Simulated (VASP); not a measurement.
A run of VASP 6.6.1 is set up as follows.

The input POSCAR:

```
Rh
1.0
    2.6917450000      0.0000000000      0.0000000000
   -1.3458720000      2.3311190000      0.0000000000
    0.0000000000      0.0000000000      8.7980700000
Rh
4
Direct
    0.0000000000      0.0000000000      0.0000000000
    0.3333333333      0.6666666667      0.2500000000
    0.0000000000      0.0000000000      0.5000000000
    0.6666666667      0.3333333333      0.7500000000
```

Contents of INCAR.step1:

```
PREC = Accurate
ENCUT = 600
ISMEAR = 1
SIGMA = 0.1
LREAL = False
LASPH = True
NELM = 80
GGA = PE
ALGO = Normal
EDIFF = 1E-4
LWAVE = True
LCHARG = False
```

File INCAR.step2:

```
PREC = Accurate
ENCUT = 600
EDIFF = 1E-6
ISMEAR = 1
SIGMA = 0.1
LREAL = False
LASPH = True
NELM = 80
ALGO = Normal
ISIF = 3
LWAVE = False
LCHARG = False
METAGGA = R2SCAN
LMIXTAU = True
IBRION = 2
NSW = 80
EDIFFG = -0.02
ISTART = 1
```

The input KPOINTS:

```
Automatic mesh
0
Gamma
  9 9 3
```

Potentials or basis: VASP PAW PBE potentials, release 64 (Rh_pv).

Launch:

```sh
$ cat potpaw_PBE.64/Rh_pv/POTCAR > POTCAR
$ cp INCAR.step1 INCAR
$ mpirun -np 1 vasp_std > vasp.out
$ cp INCAR.step2 INCAR
$ mpirun -np 1 vasp_std > vasp.out
```

(1) Predict the relaxed volume.

(2) Estimate the band gap on the k mesh.

## Answers

(1) 13.79 Å³/atom.

(2) zero (bands 30 and 31 overlap by 1.67 eV).

Caveat: the PAW data sets were made with another functional, which shifts forces and pressure a little.
